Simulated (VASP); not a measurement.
Here is a VASP 6.6.1 calculation.

File POSCAR:

```
Ge
1.0
   -4.0034553964      0.0000000000      0.0000000000
   -2.0017276982     -3.4670940762      0.0000000000
    0.0000000000      0.0000000000     13.9026505051
Ge
8
Direct
    0.0000000000      1.0000000000      0.1483757272
    0.0000000000      0.0000000000      0.3246509989
    0.0000000000      0.0000000000      0.6214024533
    0.0000000000      1.0000000000      0.7976777250
    0.3333333333      0.3333333333      0.0890390694
    0.6666666667      0.6666666667      0.3839876567
    0.6666666667      0.6666666667      0.5620657955
    0.3333333333      0.3333333333      0.8570143828
```

Contents of INCAR.step1:

```
ALGO = Normal
EDIFF = 1E-4
ENCUT = 520
GGA = PE
ISMEAR = 0
LASPH = True
LCHARG = False
LREAL = False
LWAVE = True
NBANDS = 66
NELM = 60
PREC = Accurate
SIGMA = 0.03
```

INCAR.step2

```
ALGO = Normal
EDIFF = 1E-7
ENCUT = 520
ISIF = 2
ISMEAR = 0
ISTART = 1
LASPH = True
LCHARG = False
LMIXTAU = True
LREAL = False
LWAVE = False
METAGGA = R2SCAN
NBANDS = 66
NELM = 60
PREC = Accurate
SIGMA = 0.03
```

The input KPOINTS:

```
k-points
0
Gamma
  10 10 3
```

Potentials or basis: VASP PAW PBE potentials, release 64 (Ge_d).

Run with:

```sh
$ cat potpaw_PBE.64/Ge_d/POTCAR > POTCAR
$ cp INCAR.step1 INCAR
$ mpirun -np 1 vasp_std > vasp.out
$ cp INCAR.step2 INCAR
$ mpirun -np 1 vasp_std > vasp.out
```

Problem. Estimate the band gap on the k mesh.

Solution. Zero (bands 56 and 57 overlap by 0.12 eV).

Problem. Estimate the largest force.

Solution. 1.157 eV/Å.

Problem. What does it give for the pressure?

Solution. -1.0 GPa.

Stress tensor (GPa, compression positive):
```
 0.27  0.00  0.00
 0.00  0.27  0.00
 0.00  0.00 -3.65
```

Caveat: the cell differs from its parent crystal (the distance across one plane changed); semilocal functionals underestimate gaps, and a narrow one can read as zero; the PAW data sets were made with another functional, which shifts forces and pressure a little.
